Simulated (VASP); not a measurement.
# SiNi2 (P1) in VASP: further runs

The runs below take SiNi2 through single point, with PBE.

All numbers are computed with VASP 6.6.1; they aren't measurements. Logs are shortened: lines on timing, memory, paths and dates and some standing lists are left out, and cuts for length are marked.

## (1) The cell of the first run

The typed cell holds 36 atoms: a = 6.887 Å, b = 6.887 Å, c = 10.147 Å, α = 90.00°, β = 90.00°, γ = 120.00°.

## (2) Single point, PBE

The input, INCAR:

```
SYSTEM = SiNi2
PREC     = Accurate       ! precision mode
ENCUT    = 520            ! plane-wave cutoff, eV
EDIFF    = 1E-6           ! SCF threshold, eV
ISMEAR   = -1             ! smearing method
SIGMA    = 0.05           ! smearing width, eV
LREAL    = Auto         
LASPH    = .TRUE.         ! aspherical terms in the spheres
NELM     = 80             ! most SCF steps
ALGO     = Normal         ! electronic algorithm
ISIF     = 2              ! what is computed and relaxed
LWAVE    = .FALSE.        ! write WAVECAR
LCHARG   = .FALSE.        ! write CHGCAR
GGA      = PE             ! functional
NBANDS   = 168            ! bands
```

The input, KPOINTS:

```
Automatic mesh
0
Gamma
  3 3 2
  0 0 0.5
```

The input, POSCAR:

```
SiNi2
1.0
    5.9641014385     -3.4433755710      0.0000000000
   -5.9641014385     -3.4433755710      0.0000000000
    0.0000000000      0.0000000000    -10.1465877018
Si Ni
12 24
Direct
   -0.0007828569      0.3476729870      0.1221516077
    0.0006352125      0.2947586472      0.6324852442
    0.3292643634     -0.0059998873      0.1004862945
    0.3172636788     -0.0132312030      0.6180623658
    0.6503322290      0.6547592161      0.1346294971
    0.6693597422      0.6624882963      0.6247625494
    0.3475164890      0.3325864948      0.3768174200
    0.3170355132      0.3268817576      0.8680550801
    0.6655467800      1.0084460451      0.3698698627
    0.6874028766      0.9882005774      0.8782017425
    0.0071017086      0.6516774322      0.3829936836
   -0.0094778205      0.6603286945      0.8581665340
    0.6500357583      0.3152391388      0.4952628556
    0.6614005923      0.3426603731      1.0004564390
   -0.0088421734      0.9591814357      0.5063466804
   -0.0205442897      0.9942707772      1.0165964463
    0.3182152086      0.6160607464      0.5011384270
    0.3099803008      0.6722668954      0.9858074748
    0.3304508854      0.6591736646      0.2512658516
    0.3613063236      0.6880993905      0.7402605901
    0.6678271340      0.3083910945      0.2398105719
    0.6633814743      0.3277055941      0.7385742104
    0.9991367692      1.0219096884      0.2546631514
    0.9710293099      0.9814390926      0.7457204552
   -0.0124545459      0.3200971420      0.3725048372
    0.0024714069      0.3241331056      0.8789042447
    0.3337663475      0.0014738772      0.3578264050
    0.3517858562      0.0062741272      0.8680891802
    0.6607393089      0.6590795451      0.3894569402
    0.6500894915      0.6457984847      0.8753602946
    0.3302304695      0.3386744909      0.1252089902
    0.3328213130      0.3145629046      0.6266689045
    0.6554910741      0.9809810109      0.1367431141
    0.6476794710      0.9906312167      0.6054646331
    0.0105814081      0.6916675770      0.1378681229
    0.0009579236      0.6480497010      0.6318343850
```

Potentials or basis: VASP PAW PBE potentials, release 64 (Si, Ni).

On the command line:

```bash
$ cat potpaw_PBE.64/Si/POTCAR potpaw_PBE.64/Ni/POTCAR > POTCAR
$ mpirun -np 1 vasp_std > vasp.out
```

OUTCAR:

```text
SYSTEM = SiNi2
   PREC = Accurate
   ENCUT = 520
   EDIFF = 1E-6
   ISMEAR = -1
   LREAL = Auto
   LASPH = .TRUE.
   NELM = 80
   ISIF = 2
   GGA = PE

 ion  position               nearest neighbor table
   1  0.999  0.348  0.122-  31 2.31  35 2.34  33 2.45  21 2.47  26 2.47  25 2.55  19 2.57  18 2.59
                            16 2.60  23 2.62  14 2.62
   2  0.001  0.295  0.632-  32 2.22  34 2.30  24 2.36  36 2.43  26 2.51  17 2.57  15 2.61  25 2.65
                            22 2.67  20 2.82  13 2.85
   3  0.329  0.994  0.100-  35 2.17  33 2.32  28 2.36  31 2.38  18 2.45  16 2.56  14 2.56  27 2.61
                            21 2.66  19 2.77  23 2.84
   4  0.317  0.987  0.618-  32 2.21  36 2.26  34 2.27  15 2.44  28 2.55  20 2.55  13 2.60  27 2.64
                            22 2.66  24 2.70  17 2.82
   5  0.650  0.655  0.135-  31 2.19  33 2.23  35 2.36  19 2.51  14 2.58  29 2.59  16 2.60  30 2.63
                            21 2.67  23 2.75  18 2.84
   6  0.669  0.662  0.625-  36 2.34  34 2.35  32 2.36  29 2.39  15 2.45  24 2.47  20 2.51  30 2.55
                            22 2.56  17 2.60  13 2.67
   7  0.348  0.333  0.377-  29 2.21  27 2.24  17 2.42  25 2.44  13 2.46  32 2.54  31 2.56  23 2.60
                            19 2.64  21 2.68  15 2.84
   8  0.317  0.327  0.868-  26 2.16  30 2.25  28 2.34  32 2.46  31 2.61  14 2.68  18 2.68  20 2.68
                            24 2.69  22 2.72  16 2.76
   9  0.666  0.008  0.370-  25 2.18  27 2.26  33 2.37  34 2.39  29 2.40  21 2.44  13 2.51  23 2.54
[... 41 lines left out ...]
  30  0.650  0.646  0.875-  10 2.24   8 2.25  12 2.30  14 2.48   6 2.55  20 2.55  24 2.62   5 2.63
                            22 2.63  18 2.68  16 2.74
  31  0.330  0.339  0.125-   5 2.19   1 2.31   3 2.38  19 2.55   7 2.56  23 2.59  14 2.60   8 2.61
                            16 2.64  21 2.70  18 2.76
  32  0.333  0.315  0.627-   4 2.21   2 2.22   6 2.36   8 2.46  17 2.48  22 2.50   7 2.54  13 2.56
                            24 2.69  15 2.69  20 2.73
  33  0.655  0.981  0.137-   5 2.23   3 2.32   9 2.37  21 2.45   1 2.45  16 2.50  19 2.51  23 2.54
                            10 2.63  18 2.73  14 2.83
  34  0.648  0.991  0.605-   4 2.27   2 2.30   6 2.35   9 2.39  20 2.45  13 2.49  22 2.64  17 2.66
                            24 2.67  15 2.68  10 2.78
  35  0.011  0.692  0.138-   3 2.17   1 2.34   5 2.36  11 2.50  16 2.52  19 2.59  23 2.60  18 2.63
                            21 2.72  14 2.78  12 2.84
  36  0.001  0.648  0.632-   4 2.26  12 2.30   6 2.34   2 2.43  22 2.51  15 2.52  11 2.53  20 2.60
                            17 2.66  24 2.67  13 2.73

  LATTYP: Found a hexagonal cell.
 ALAT       =     6.8867511420
 C/A-ratio  =     1.4733489700

  Lattice vectors:

 A1 = (   5.9641014385,  -3.4433755710,   0.0000000000)
 A2 = (  -5.9641014385,  -3.4433755710,   0.0000000000)
 A3 = (   0.0000000000,   0.0000000000, -10.1465877018)

Analysis of symmetry for initial positions (statically):
=====================================================================
 Subroutine PRICEL returns:
 Original cell was already a primitive cell.

 Routine SETGRP: Setting up the symmetry group for a
 hexagonal supercell.

 Subroutine GETGRP returns: Found  1 space group operations
 (whereof  1 operations were pure point group operations)
 out of a pool of 24 trial point group operations.

The static configuration has the point symmetry C_1 .

Analysis of symmetry for dynamics (positions and initial velocities):
=====================================================================
 Subroutine PRICEL returns:
 Original cell was already a primitive cell.

 Routine SETGRP: Setting up the symmetry group for a
 hexagonal supercell.

 Subroutine GETGRP returns: Found  1 space group operations
 (whereof  1 operations were pure point group operations)
 out of a pool of 24 trial point group operations.

The dynamic configuration has the point symmetry C_1 .

 Subroutine INISYM returns: Found  1 space group operations
 (whereof  1 operations are pure point group operations),
 and found     1 'primitive' translations

----------------------------------------------------------------------------------------

                                     Primitive cell

  volume of cell :     416.7537

  direct lattice vectors                    reciprocal lattice vectors
     5.964101439 -3.443375571  0.000000000     0.083834926 -0.145206350  0.000000000
    -5.964101439 -3.443375571  0.000000000    -0.083834926 -0.145206350  0.000000000
     0.000000000  0.000000000-10.146587702     0.000000000  0.000000000 -0.098555300

  length of vectors
     6.886751142  6.886751142 10.146587702     0.167669851  0.167669851  0.098555300

[... 88 lines left out ...]
     0.027944975 -0.048402117  0.000000000     0.333333333  0.000000000  0.000000000
    -0.027944975 -0.048402117  0.000000000     0.000000000  0.333333333  0.000000000
     0.000000000  0.000000000 -0.049277650     0.000000000  0.000000000  0.500000000

  Length of vectors
     0.055889950  0.055889950  0.049277650

  Shift w.r.t. Gamma in fractional coordinates (k-lattice)
     0.000000000  0.000000000  0.500000000

 Subroutine IBZKPT returns following result:
 ===========================================

 Found      9 irreducible k-points:

 Following reciprocal coordinates:
            Coordinates               Weight
  0.000000  0.000000  0.250000      2.000000
  0.333333 -0.000000  0.250000      2.000000
 -0.000000  0.333333  0.250000      2.000000
 -0.333333  0.333333  0.250000      2.000000
 -0.333333  0.000000  0.250000      2.000000
  0.000000 -0.333333  0.250000      2.000000
  0.333333 -0.333333  0.250000      2.000000
  0.333333  0.333333  0.250000      2.000000
 -0.333333 -0.333333  0.250000      2.000000
   k-points           NKPTS =      9   k-points in BZ     NKDIM =      9   number of bands    NBANDS=    168
   number of dos      NEDOS =    301   number of ions     NIONS =     36
   total plane-waves  NPLWV = 233280
   dimension x,y,z NGX =    54 NGY =   54 NGZ =   80
   dimension x,y,z NGXF=   108 NGYF=  108 NGZF=  160
   ions per type =              12  24
   NGX,Y,Z   is equivalent  to a cutoff of  13.04, 13.04, 13.11 a.u.
   NGXF,Y,Z  is equivalent  to a cutoff of  26.07, 26.07, 26.22 a.u.
 SYSTEM =  SiNi2
   PREC   = accura    normal or accurate (medium, high low for compatibility)
   ISTART =      0    job   : 0-new  1-cont  2-samecut
   ICHARG =      2    charge: 1-file 2-atom 10-const
   ISPIN  =      1    spin polarized calculation?
   LNONCOLLINEAR =      F non collinear calculations
   LSORBIT =      F    spin-orbit coupling
   LASPH  =      T    aspherical Exc in radial PAW
   ENCUT  =  520.0 eV  38.22 Ry    6.18 a.u.  12.80 12.80 18.87*2*pi/ulx,y,z
   NELM   =     80;   NELMIN=  2; NELMDL= -5     # of ELM steps
   EDIFF  = 0.1E-05   stopping-criterion for ELM
   LREAL  =      T    real-space projection
   EDIFFG = 0.1E-04   stopping-criterion for IOM
   NSW    =      0    number of steps for IOM
   IBRION =     -1    ionic relax: 0-MD 1-quasi-New 2-CG
   NFREE  =      0    steps in history (QN), initial steepest desc. (CG)
   ISIF   =      2    stress and relaxation
   ISYM   =      2    0-nonsym 1-usesym 2-fastsym
   POTIM  = 0.5000    time-step for ionic-motion
   TEBEG  =    0.0;   TEEND  =   0.0 temperature during run
   PSTRESS=    0.0 pullay stress
   NELECT =     288.0000    total number of electrons
   NUPDOWN=      -1.0000    fix difference up-down
   EMIN   =  10.00;   EMAX   =-10.00  energy-range for DOS
   EFERMI =   0.00;   METHOD = LEGACY
   ISMEAR =    -1;   SIGMA  =   0.05  broadening in eV -4-tet -1-fermi 0-gaus
   EFERMI_NEDOS =   21; number of points for ismear=-14 and -15
   IALGO  =     38    algorithm
   IMIX   =      4    mixing-type and parameters
     AMIX     =   0.40;   BMIX     =  1.00
     AMIX_MAG =   1.60;   BMIX_MAG =  1.00
  volume/ion in A,a.u.               =      11.58        78.12
  Fermi-wavevector in a.u.,A,eV,Ry     =   1.447369  2.735130 28.502522  2.094876
  Thomas-Fermi vector in A             =   2.565331
   LORBIT       =      0    0 simple, 1 ext, 2 COOP (PROOUT), +10 PAW based schemes
   GGA     = PE    functional components
   LHFCALC =     F    Hartree Fock is set to
   AEXX    =    0.0000 exact exchange contribution
   IVDW    =     0    specifies the selected vdW correction
   LEPSILON=     F    determine dielectric tensor
   LRPA    =     F    only Hartree local field effects (RPA)
 non-spin polarized calculation
  energy-cutoff  :      520.00
  volume of cell :      416.75
 maximum number of plane-waves:     11238
 NGX is ok and might be reduce to    54
   NGX = 25   NGY = 25   NGZ = 37

 number of electron     287.9999996 magnetization

 Free energy of the ion-electron system (eV)
  ---------------------------------------------------
  ext. energy  EPLUGINS =         0.00000000
  ---------------------------------------------------
  free energy    TOTEN  =      -212.26720159 eV

  energy without entropy =     -212.08376242  energy(sigma->0) =     -212.17548201

 E-fermi :  10.2328     XC(G=0): -12.6148

 val. band max:       10.2312903837   @ k =  -0.3333   0.0000   0.2500
 cond. band min:      10.2468576723   @ k =  -0.0000   0.3333   0.2500
 fundamental gap:      0.0155672886
 Fermi energy:        10.2328453570

 k-point     1 :       0.0000    0.0000    0.2500
  band No.  band energies     occupation
      1      -1.7858      2.00000
      2      -1.0734      2.00000
      3       0.2196      2.00000
      4       1.1886      2.00000
      5       1.2068      2.00000
      6       1.2463      2.00000
[... 1420 lines left out ...]
    155      12.0243      0.00000
    156      12.0713      0.00000
 [bands above 156 left out]

------------------------ aborting loop because EDIFF is reached ----------------------------------------

  FORCE on cell =-STRESS in cart. coord.  units (eV):
  Direction    XX          YY          ZZ          XY          YZ          ZX
  --------------------------------------------------------------------------------------
  -------------------------------------------------------------------------------------
  Total      -18.0035852    -14.7619921    -11.4121223      1.9728436     -0.8276682      0.1534496
  in kB      -69.2133956    -56.7513409    -43.8730246      7.5844453     -3.1819066      0.5899253
  external PRESSURE =     -56.6125870 kB  Pullay stress =       0.0000000 kB

 VOLUME and BASIS-vectors are now :
 -----------------------------------------------------------------------------
  energy-cutoff  :      520.00
  volume of cell :      416.75
      direct lattice vectors                 reciprocal lattice vectors
     5.964101439 -3.443375571  0.000000000     0.083834926 -0.145206350  0.000000000
    -5.964101439 -3.443375571  0.000000000    -0.083834926 -0.145206350  0.000000000
     0.000000000  0.000000000-10.146587702     0.000000000  0.000000000 -0.098555300

 POSITION                                       TOTAL-FORCE (eV/Angst)
 -----------------------------------------------------------------------------------
      3.88588     -4.63785     -1.23942         0.051222      0.395695     -0.087498
     -1.75418     -1.01715     -6.41757        -1.355395     -0.251484      0.405929
     -3.96455     -4.55650     -1.01959        -0.263623     -1.053930     -0.427871
     -3.99300     -4.49027     -6.27122         0.597352      0.040269      0.062628
     -0.02640     -4.49392     -1.36603         0.681896     -0.725066      0.153986
      0.04098     -4.58605     -6.33921        -0.004765      0.337494     -0.157972
[... 28 lines left out ...]
     -4.06207     -2.41811     -1.39889        -0.003521      1.299967     -0.321575
     -3.85932     -2.23478     -6.41096         0.578939      0.445157      0.399940
 -----------------------------------------------------------------------------------
    total drift:                               -0.001411      0.002731     -0.002431

  FREE ENERGIE OF THE ION-ELECTRON SYSTEM (eV)
  ---------------------------------------------------
  free  energy   TOTEN  =      -212.2672015902 eV

  energy  without entropy=     -212.0837624200  energy(sigma->0) =     -212.17548201
```

Run time: 44 min. Hardware: 1 thread of Intel Xeon Platinum 8488C (Sapphire Rapids), shared host; peak memory 0.75 GiB.

Results:

| Property | Result |
| --- | --- |
| Free energy | -212.2672 eV |
| Pressure | -5.7 GPa |
| Largest force | 1.437 eV/Å |
| Band gap on the k mesh | zero (bands 144 and 145 overlap by 0.21 eV) |

Forces in eV/Å, atoms in the order of the input:
```
Si   0.051  0.396 -0.087
Si  -1.355 -0.251  0.406
Si  -0.264 -1.054 -0.428
Si   0.597  0.040  0.063
Si   0.682 -0.725  0.154
Si  -0.005  0.337 -0.158
Si  -0.674  0.908  0.375
Si   1.027 -0.302 -0.181
Si   0.663  0.988 -0.185
Si  -1.148  0.663 -0.027
Si  -0.792 -0.181  0.225
Si   0.286 -0.258 -0.744
Ni  -0.080 -0.390  0.300
Ni   0.470 -0.075  0.214
Ni  -0.140 -0.713  0.658
Ni   0.350 -0.164  1.262
Ni  -0.776 -0.077  0.133
Ni   0.374  0.087 -0.750
Ni   0.111  0.138 -0.067
Ni   0.130  0.556 -0.522
Ni  -0.884 -0.627 -0.434
Ni   0.403 -0.121 -0.804
Ni   0.477  0.262 -0.268
Ni   0.371 -0.217 -0.772
Ni   0.505 -0.927 -0.477
Ni  -1.172  0.279  0.140
Ni   0.072  0.856 -0.066
Ni  -0.417  0.213  0.325
Ni   0.182 -0.902  0.763
Ni   0.143 -0.379 -0.114
Ni   0.276  0.727  0.278
Ni  -0.103 -0.268 -0.294
Ni  -0.439 -0.252  0.810
Ni   0.502 -0.312  0.196
Ni  -0.004  1.300 -0.322
Ni   0.579  0.445  0.400
```

Stress tensor (GPa, compression positive):
```
-6.92  0.76  0.06
 0.76 -5.68 -0.32
 0.06 -0.32 -4.39
```

Levels at points of the mesh, in eV from the Fermi level:
```tsv
k point	band 142	band 143	band 144	band 145	band 146	band 147
(0.00, 0.00, 0.25)	-0.20	-0.19	-0.17	0.16	0.19	0.21
```

Caveat: the cell stands under tension; the atoms stand as in a frame of molecular dynamics; forces of over 1 eV/Å act on the atoms, so gaps and moduli don't describe the material at rest. Spin polarisation is off, so any magnetic state and its effect on volume and gap are missing.

(Continued in part 2 of 2.)
